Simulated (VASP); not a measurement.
# Be (P6_3/mmc) in VASP: notebook

Aim: see how the results for Be move with the level of theory and the settings. Levels: r2SCAN, LDA. Tasks: single point.

Program: VASP 6.6.1. These are calculated values, not measurements. Logs are shortened: lines on timing, memory, paths and dates and some standing lists are left out, and cuts for length are marked.

### 1 The cell of the first run

The structure is hexagonal, space group P6_3/mmc (No. 194). Conventional cell: a = 2.315 Å, b = 2.315 Å, c = 3.631 Å, α = 90.00°, β = 90.00°, γ = 120.00°. Within 3.0 Å of Be (site symmetry -6m2) lie 12 Be at 2.25 to 2.32 Å.

### 2 Single point, r2SCAN

File POSCAR:

```
Be
1.0
    2.3153731856      0.0000000000      0.0000000000
   -1.1576865928      2.0051719980      0.0000000000
    0.0000000000      0.0000000000      3.6313659352
Be
2
Direct
    0.6666666667      0.3333333333      0.7500000000
    0.3333333333      0.6666666667      0.2500000000
```

File INCAR.step1:

```
SYSTEM = Be
PREC = Accurate
ENCUT = 520
ISMEAR = -1
SIGMA = 0.05
LREAL = .False.
LASPH = .True.
NELM = 100
NBANDS = 9
GGA = PE
ALGO = Normal
EDIFF = 1E-4
LWAVE = .True.
LCHARG = .False.
```

File INCAR.step2:

```
SYSTEM = Be
PREC = Accurate
ENCUT = 520
EDIFF = 1E-6
ISMEAR = -1
SIGMA = 0.05
LREAL = .False.
LASPH = .True.
NELM = 100
ALGO = Normal
ISIF = 2
LWAVE = .False.
LCHARG = .False.
METAGGA = R2SCAN
LMIXTAU = .True.
NBANDS = 9
ISTART = 1
```

File KPOINTS:

```
Automatic mesh
0
Gamma
  13 13 8
  0 0 0
```

Potentials or basis: VASP PAW PBE potentials, release 64 (Be).

Command:

```
$ cat potpaw_PBE.64/Be/POTCAR > POTCAR
$ cp INCAR.step1 INCAR
$ mpirun -np 1 vasp_std > vasp.out
$ cp INCAR.step2 INCAR
$ mpirun -np 1 vasp_std > vasp.out
```

OUTCAR:

```text
SYSTEM = Be
   PREC = Accurate
   ENCUT = 520
   EDIFF = 1E-6
   ISMEAR = -1
   LREAL = .False.
   LASPH = .True.
   NELM = 100
   ISIF = 2
   METAGGA = R2SCAN
   ISTART = 1

 ion  position               nearest neighbor table
   1  0.667  0.333  0.750-   2 2.25   2 2.25   2 2.25   2 2.25   2 2.25   2 2.25
   2  0.333  0.667  0.250-   1 2.25   1 2.25   1 2.25   1 2.25   1 2.25   1 2.25

  LATTYP: Found a hexagonal cell.
 ALAT       =     2.3153731856
 C/A-ratio  =     1.5683717674

  Lattice vectors:

 A1 = (   2.3153731856,   0.0000000000,   0.0000000000)
 A2 = (  -1.1576865928,   2.0051719980,   0.0000000000)
 A3 = (   0.0000000000,   0.0000000000,   3.6313659352)

Analysis of symmetry for initial positions (statically):
=====================================================================
 Subroutine PRICEL returns:
 Original cell was already a primitive cell.

 Routine SETGRP: Setting up the symmetry group for a
 hexagonal supercell.

 Subroutine GETGRP returns: Found 24 space group operations
 (whereof 12 operations were pure point group operations)
 out of a pool of 24 trial point group operations.

The static configuration has the point symmetry D_3d.
 The point group associated with its full space group is D_6h.

Analysis of symmetry for dynamics (positions and initial velocities):
=====================================================================
 Subroutine PRICEL returns:
 Original cell was already a primitive cell.

 Routine SETGRP: Setting up the symmetry group for a
 hexagonal supercell.

 Subroutine GETGRP returns: Found 24 space group operations
 (whereof 12 operations were pure point group operations)
 out of a pool of 24 trial point group operations.

The dynamic configuration has the point symmetry D_3d.
 The point group associated with its full space group is D_6h.

 Subroutine INISYM returns: Found 24 space group operations
 (whereof 12 operations are pure point group operations),
 and found     1 'primitive' translations

----------------------------------------------------------------------------------------

                                     Primitive cell

  volume of cell :      16.8594

  direct lattice vectors                    reciprocal lattice vectors
     2.315373186  0.000000000  0.000000000     0.431895820  0.249355168  0.000000000
    -1.157686593  2.005171998  0.000000000     0.000000000  0.498710336  0.000000000
     0.000000000  0.000000000  3.631365935     0.000000000  0.000000000  0.275378471

  length of vectors
     2.315373186  2.315373186  3.631365935     0.498710336  0.498710336  0.275378471

  position of ions in fractional coordinates (direct lattice)
     0.666666667  0.333333333  0.750000000
     0.333333333  0.666666667  0.250000000

  ion indices of the primitive-cell ions
   primitive index   ion index
                 1           1
                 2           2

----------------------------------------------------------------------------------------

 KPOINTS: Automatic mesh

Automatic generation of k-mesh.
 Grid dimensions read from file:
 generate k-points for:   13   13    8

 Generating k-lattice:

  Cartesian coordinates                     Fractional coordinates (reciprocal lattice)
     0.033222755  0.019181167  0.000000000     0.076923077  0.000000000  0.000000000
     0.000000000  0.038362334  0.000000000     0.000000000  0.076923077  0.000000000
     0.000000000  0.000000000  0.034422309     0.000000000  0.000000000  0.125000000

  Length of vectors
     0.038362334  0.038362334  0.034422309

  Shift w.r.t. Gamma in fractional coordinates (k-lattice)
     0.000000000  0.000000000  0.000000000

 Subroutine IBZKPT returns following result:
 ===========================================

 Found    105 irreducible k-points:

 Following reciprocal coordinates:
            Coordinates               Weight
  0.000000  0.000000  0.000000      1.000000
  0.076923  0.000000  0.000000      6.000000
  0.153846  0.000000  0.000000      6.000000
  0.230769  0.000000  0.000000      6.000000
  0.307692  0.000000  0.000000      6.000000
  0.384615  0.000000  0.000000      6.000000
[... 16 lines left out ...]
  0.076923  0.000000  0.125000     12.000000
  0.153846  0.000000  0.125000     12.000000
 [... further k-points ...]
   k-points           NKPTS =    105   k-points in BZ     NKDIM =    105   number of bands    NBANDS=      9
   number of dos      NEDOS =    301   number of ions     NIONS =      2
   total plane-waves  NPLWV =   9072
   dimension x,y,z NGX =    18 NGY =   18 NGZ =   28
   dimension x,y,z NGXF=    36 NGYF=   36 NGZF=   56
   ions per type =               2
   NGX,Y,Z   is equivalent  to a cutoff of  12.92, 12.92, 12.82 a.u.
   NGXF,Y,Z  is equivalent  to a cutoff of  25.85, 25.85, 25.64 a.u.
 SYSTEM =  Be
   PREC   = accura    normal or accurate (medium, high low for compatibility)
   ISTART =      1    job   : 0-new  1-cont  2-samecut
   ICHARG =      0    charge: 1-file 2-atom 10-const
   ISPIN  =      1    spin polarized calculation?
   LNONCOLLINEAR =      F non collinear calculations
   LSORBIT =      F    spin-orbit coupling
   LASPH  =      T    aspherical Exc in radial PAW
   ENCUT  =  520.0 eV  38.22 Ry    6.18 a.u.   4.31  4.31  6.75*2*pi/ulx,y,z
   NELM   =    100;   NELMIN=  2; NELMDL=  0     # of ELM steps
   EDIFF  = 0.1E-05   stopping-criterion for ELM
   LREAL  =      F    real-space projection
   EDIFFG = 0.1E-04   stopping-criterion for IOM
   NSW    =      0    number of steps for IOM
   IBRION =     -1    ionic relax: 0-MD 1-quasi-New 2-CG
   NFREE  =      0    steps in history (QN), initial steepest desc. (CG)
   ISIF   =      2    stress and relaxation
   ISYM   =      2    0-nonsym 1-usesym 2-fastsym
   POTIM  = 0.5000    time-step for ionic-motion
   TEBEG  =    0.0;   TEEND  =   0.0 temperature during run
   PSTRESS=    0.0 pullay stress
   NELECT =       4.0000    total number of electrons
   NUPDOWN=      -1.0000    fix difference up-down
   EMIN   =  10.00;   EMAX   =-10.00  energy-range for DOS
   EFERMI =   0.00;   METHOD = LEGACY
   ISMEAR =    -1;   SIGMA  =   0.05  broadening in eV -4-tet -1-fermi 0-gaus
   EFERMI_NEDOS =   21; number of points for ismear=-14 and -15
   IALGO  =     38    algorithm
   IMIX   =      4    mixing-type and parameters
     AMIX     =   0.40;   BMIX     =  1.00
     AMIX_MAG =   1.60;   BMIX_MAG =  1.00
  volume/ion in A,a.u.               =       8.43        56.89
  Fermi-wavevector in a.u.,A,eV,Ry     =   1.013477  1.915194 13.975032  1.027136
  Thomas-Fermi vector in A             =   2.146648
   LORBIT       =      0    0 simple, 1 ext, 2 COOP (PROOUT), +10 PAW based schemes
   METAGGA = R2SCAN    functional components
   LHFCALC =     F    Hartree Fock is set to
   AEXX    =    0.0000 exact exchange contribution
   IVDW    =     0    specifies the selected vdW correction
   LEPSILON=     F    determine dielectric tensor
   LRPA    =     F    only Hartree local field effects (RPA)
 non-spin polarized calculation
  energy-cutoff  :      520.00
  volume of cell :       16.86
 maximum number of plane-waves:       482
 NGX is ok and might be reduce to    18
   NGX =  9   NGY =  9   NGZ = 13

 number of electron       4.0000000 magnetization

 Free energy of the ion-electron system (eV)
  ---------------------------------------------------
  ext. energy  EPLUGINS =         0.00000000
  ---------------------------------------------------
  free energy    TOTEN  =        -8.65564935 eV

  energy without entropy =       -8.65461500  energy(sigma->0) =       -8.65513217

 E-fermi :   6.4640     XC(G=0): -11.0409

 val. band max:        6.3948413914   @ k =   0.2308   0.1538   0.0000
 cond. band min:       6.5383834256   @ k =   0.3077   0.1538   0.0000
 fundamental gap:      0.1435420342
 Fermi energy:         6.4640246832

 k-point     1 :       0.0000    0.0000    0.0000
  band No.  band energies     occupation
      1      -5.2562      2.00000
      2       2.1350      2.00000
      3       7.5357      0.00000
      4      23.0517      0.00000
      5      23.0517      0.00000
      6      25.9809      0.00000
      7      25.9809      0.00000
      8      28.2832      0.00000
      9      33.9595      0.00000

 k-point     2 :       0.0769    0.0000    0.0000
  band No.  band energies     occupation
      1      -5.0771      2.00000
      2       2.3616      2.00000
      3       7.6040      0.00000
      4      21.6000      0.00000
      5      22.0475      0.00000
      6      25.9672      0.00000
      7      26.4913      0.00000
      8      27.9205      0.00000
      9      31.7194      0.00000

 k-point     3 :       0.1538    0.0000    0.0000
  band No.  band energies     occupation
      1      -4.5395      2.00000
      2       3.0403      2.00000
      3       7.7831      0.00000
      4      18.5411      0.00000
      5      20.3679      0.00000
      6      25.7107      0.00000
      7      26.5189      0.00000
      8      26.5936      0.00000
      9      28.5926      0.00000

 k-point     4 :       0.2308    0.0000    0.0000
  band No.  band energies     occupation
      1      -3.6438      2.00000
      2       4.1663      2.00000
      3       7.9330      0.00000
      4      15.3780      0.00000
      5      18.8251      0.00000
      6      23.7364      0.00000
      7      24.1529      0.00000
      8      25.9639      0.00000
      9      26.6939      0.00000

 k-point     5 :       0.3077    0.0000    0.0000
  band No.  band energies     occupation
      1      -2.3949      2.00000
      2       5.7281      2.00000
      3       7.5340      0.00000
      4      13.1589      0.00000
      5      17.6060      0.00000
      6      20.2412      0.00000
      7      21.3620      0.00000
      8      25.1713      0.00000
      9      26.3629      0.00000

 k-point     6 :       0.3846    0.0000    0.0000
  band No.  band energies     occupation
      1      -0.8159      2.00000
      2       5.9261      1.99996
      3       7.6891      0.00000
      4      12.7156      0.00000
      5      16.7730      0.00000
      6      16.7796      0.00000
      7      18.8160      0.00000
      8      24.5421      0.00000
      9      26.2955      0.00000
[... 169 lines left out ...]
 k-point    21 :       0.3077    0.3077    0.0000
  band No.  band energies     occupation
      1       3.2298      2.00000
      2       5.8301      1.99999
      3       6.1471      1.99647
      4      12.3261      0.00000
      5      13.6477      0.00000
      6      14.5320      0.00000
      7      19.2111      0.00000
      8      20.4912      0.00000
      9      20.9892      0.00000

 k-point    22 :       0.0000    0.0000    0.1250
  band No.  band energies     occupation
      1      -5.1124      2.00000
      2       1.3137      2.00000
      3       8.6802      0.00000
      4      23.1800      0.00000
      5      23.1800      0.00000
      6      25.9436      0.00000
      7      25.9436      0.00000
      8      27.1980      0.00000
      9      34.6287      0.00000

 k-point    23 :       0.0769    0.0000    0.1250
  band No.  band energies     occupation
      1      -4.9332      2.00000
      2       1.5221      2.00000
      3       8.7649      0.00000
      4      21.7366      0.00000
      5      22.1914      0.00000
      6      25.7845      0.00000
      7      26.3318      0.00000
      8      27.0664      0.00000
      9      31.6576      0.00000

 k-point    24 :       0.1538    0.0000    0.1250
  band No.  band energies     occupation
      1      -4.3954      2.00000
      2       2.1413      2.00000
      3       8.9951      0.00000
      4      18.6759      0.00000
      5      20.5261      0.00000
      6      25.1104      0.00000
      7      25.9623      0.00000
      8      26.2015      0.00000
      9      28.9055      0.00000

 [... further k-points ...]
[... 5 lines left out ...]
  --------------------------------------------------------------------------------------
  -------------------------------------------------------------------------------------
  Total       -0.6910300     -0.6910300     -0.8080505      0.0000000     -0.0000000      0.0000000
  in kB      -65.6696710    -65.6696710    -76.7903116      0.0000000     -0.0000000      0.0000000
  external PRESSURE =     -69.3765512 kB  Pullay stress =       0.0000000 kB

 VOLUME and BASIS-vectors are now :
 -----------------------------------------------------------------------------
  energy-cutoff  :      520.00
  volume of cell :       16.86
      direct lattice vectors                 reciprocal lattice vectors
     2.315373186  0.000000000  0.000000000     0.431895820  0.249355168  0.000000000
    -1.157686593  2.005171998  0.000000000     0.000000000  0.498710336  0.000000000
     0.000000000  0.000000000  3.631365935     0.000000000  0.000000000  0.275378471

 POSITION                                       TOTAL-FORCE (eV/Angst)
 -----------------------------------------------------------------------------------
      1.15769      0.66839      2.72352        -0.000000     -0.000000      0.000000
     -0.00000      1.33678      0.90784         0.000000      0.000000      0.000000
 -----------------------------------------------------------------------------------
    total drift:                                0.000000     -0.000000      0.000000

  FREE ENERGIE OF THE ION-ELECTRON SYSTEM (eV)
  ---------------------------------------------------
  free  energy   TOTEN  =        -8.6556493491 eV

  energy  without entropy=       -8.6546149970  energy(sigma->0) =       -8.65513217
```

It took 61 s on 1 thread of Intel Xeon 8259CL, shared host; peak memory 0.13 GiB.

Results:

- Free energy: -8.6556 eV
- Pressure: -6.9 GPa
- Band gap on the k mesh: zero (bands 2 and 3 overlap by 1.72 eV)

Stress tensor (GPa, compression positive):
```
-6.57  0.00  0.00
 0.00 -6.57  0.00
 0.00  0.00 -7.68
```

Caveat: the cell stands under tension; the PAW data sets were made with another functional, which shifts forces and pressure a little.

### 3 Single point, r2SCAN

This run uses another cell than the first one, of 8.59 Å³/atom.

File POSCAR:

```
Be
1.0
    2.3301211831      0.0000000000      0.0000000000
   -1.1650605915      2.0179441385      0.0000000000
    0.0000000000      0.0000000000      3.6544962781
Be
2
Direct
    0.6666666667      0.3333333333      0.7500000000
    0.3333333333      0.6666666667      0.2500000000
```

File INCAR.step1:

```
SYSTEM = Be
PREC = Accurate ; ENCUT = 520
ISMEAR = -1 ; SIGMA = 0.05
LREAL = .FALSE. ; LASPH = .TRUE.
NELM = 100 ; NBANDS = 9
GGA = PE ; ALGO = Normal
EDIFF = 1E-4 ; LWAVE = .TRUE.
LCHARG = .FALSE.
```

File INCAR.step2:

```
SYSTEM = Be
PREC = Accurate ; ENCUT = 520
EDIFF = 1E-6 ; ISMEAR = -1
SIGMA = 0.05 ; LREAL = .FALSE.
LASPH = .TRUE. ; NELM = 100
ALGO = Normal ; ISIF = 2
LWAVE = .FALSE. ; LCHARG = .FALSE.
METAGGA = R2SCAN ; LMIXTAU = .TRUE.
NBANDS = 9 ; ISTART = 1
```

File KPOINTS:

```
Automatic mesh
0
G
  13 13 8
  0 0 0
```

Potentials or basis: VASP PAW PBE potentials, release 64 (Be).

Command:

```
$ cat potpaw_PBE.64/Be/POTCAR > POTCAR
$ cp INCAR.step1 INCAR
$ mpirun -np 1 vasp_std > vasp.out
$ cp INCAR.step2 INCAR
$ mpirun -np 1 vasp_std > vasp.out
```

It took 64 s on 1 thread of Intel Xeon 8259CL, shared host; peak memory 0.13 GiB.

It converged, with:

- Free energy: -8.6396 eV
- Pressure: -8.8 GPa
- Band gap on the k mesh: zero (bands 2 and 3 overlap by 1.71 eV)

Stress tensor (GPa, compression positive):
```
-8.34  0.00  0.00
 0.00 -8.34  0.00
 0.00  0.00 -9.74
```

Levels at points of the mesh, in eV from the Fermi level:
```tsv
k point	band 1	band 2	band 3	band 4	band 5	band 6	band 7
(0.00, 0.00, 0.00)	-11.62	-4.27	1.00	16.35	16.35	19.24	19.24
(0.00, 0.00, 0.50)	-9.34	-9.34	10.99	10.99	18.05	18.05	18.05
```

Caveat: the cell stands under tension; the PAW data sets were made with another functional, which shifts forces and pressure a little.

### 4 Single point, LDA

This run uses another cell than the first one, of 8.11 Å³/atom.

File INCAR:

```
SYSTEM = Be
  PREC = Accurate
  ENCUT = 520
  EDIFF = 1E-6
  ISMEAR = -1
  SIGMA = 0.05
  LREAL = .FALSE.
  LASPH = .TRUE.
  NELM = 100
  ALGO = Normal
  ISIF = 2
  LWAVE = .FALSE.
  LCHARG = .FALSE.
  GGA = CA
  NBANDS = 9
```

File KPOINTS:

```
regular mesh
0
G
  8 8 4
  0 0 0
```

File POSCAR:

```
Be
1.0
    2.2853000000      0.0000000000      0.0000000000
   -1.1426500000      1.9791278553      0.0000000000
    0.0000000000      0.0000000000      3.5842000000
Be
2
Direct
    0.6666666667      0.3333333333      0.7500000000
    0.3333333333      0.6666666667      0.2500000000
```

Potentials or basis: VASP PAW LDA potentials, release 64 (Be).

Command:

```
$ cat potpaw_LDA.64/Be/POTCAR > POTCAR
$ mpirun -np 1 vasp_std > vasp.out
```

Run time: 3.2 s. Hardware: 1 thread of Intel Xeon 8259CL, shared host; peak memory 0.11 GiB.

The run converged. Its results:

- Free energy: -8.3527 eV
- Pressure: -7.9 GPa
- Band gap on the k mesh: zero (filled and empty bands overlap)

Stress tensor (GPa, compression positive):
```
-8.99  0.00  0.00
 0.00 -8.99  0.00
 0.00  0.00 -5.59
```

Levels at points of the mesh, in eV from the Fermi level:
```
           k point  band 1  band 2  band 3  band 4  band 5  band 6  band 7
(0.00, 0.00, 0.00)  -11.77   -5.01    0.50   14.64   14.64   17.44   17.44
(0.50, 0.00, 0.00)   -5.61   -3.78    2.82    5.73    5.92    8.32    9.30
(0.00, 0.00, 0.50)   -9.65   -9.65    9.87    9.87   16.24   16.24   16.24
(0.50, 0.00, 0.50)   -4.26   -4.26    0.87    0.87   10.88   10.88   14.26
```

Caveat: the k points lie up to 0.44 Å⁻¹ apart.

### 5 Summary

```csv
level,potentials or basis,cell,k mesh,gap on the mesh (eV),pressure (GPa)
r2SCAN,"VASP PAW PBE potentials, release 64 (Be)","a = 2.315, b = 2.315, c = 3.631 Å, angles 90.0, 90.0, 120.0°, 2 atoms",13 × 13 × 8,none,-6.9
r2SCAN,"VASP PAW PBE potentials, release 64 (Be)","a = 2.330, b = 2.330, c = 3.654 Å, angles 90.0, 90.0, 120.0°, 2 atoms",13 × 13 × 8,none,-8.8
LDA,"VASP PAW LDA potentials, release 64 (Be)","a = 2.285, b = 2.285, c = 3.584 Å, angles 90.0, 90.0, 120.0°, 2 atoms",8 × 8 × 4,none,-7.9
```

Alike in all rows: task single point; no spin polarisation; cutoff (eV) 520; smearing fermi-dirac 0.05 eV.

Caveats: some runs use coarse meshes; the cell stands under tension (at least some runs); the PAW data sets were made with another functional, which shifts forces and pressure a little (at least some runs).

Total energies depend on the potentials used, so only differences within one code and one set of settings carry meaning.
